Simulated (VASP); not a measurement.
A run of VASP 6.6.1 is set up as follows.

The input INCAR:

```
SYSTEM = Sc2AgAu3
  ALGO = Fast
  EDIFF = 1E-6
  ENCUT = 520
  GGA = PE
  ISIF = 2
  ISMEAR = 0
  LASPH = .True.
  LCHARG = .True.
  LELF = .True.
  LREAL = .False.
  LVHAR = .True.
  LWAVE = .False.
  NBANDS = 42
  NELM = 60
  PREC = Accurate
  SIGMA = 0.1
```

KPOINTS

```
k-points
0
Gamma
  6 6 10
  0 0 0
```

The input POSCAR:

```
Sc2AgAu3
1.0
    5.6240536530      0.0000000000      0.0000000000
   -2.8120268265      4.8705733357      0.0000000000
    0.0000000000      0.0000000000      4.7884906873
Sc Ag Au
2 1 3
Direct
    0.3333333333      0.6666666667      0.0000000000
    0.6666666667      0.3333333333      0.0000000000
    0.0000000000      0.0000000000      0.0000000000
    0.5000000000      0.0000000000      0.5000000000
    0.5000000000      0.5000000000      0.5000000000
    0.0000000000      0.5000000000      0.5000000000
```

Potentials or basis: VASP PAW PBE potentials, release 64 (Sc_sv, Ag, Au).

Run with:

```console
$ cat potpaw_PBE.64/Sc_sv/POTCAR potpaw_PBE.64/Ag/POTCAR potpaw_PBE.64/Au/POTCAR > POTCAR
$ mpirun -np 1 vasp_std > vasp.out
```

**Question.** Estimate the band gap on the k mesh.

**Answer.** Zero (bands 33 and 34 overlap by 1.11 eV).

**Question.** What does it give for the pressure?

**Answer.** 0.0 GPa.

Caveat: spin-orbit coupling is left out, which moves the levels of the heavy elements.
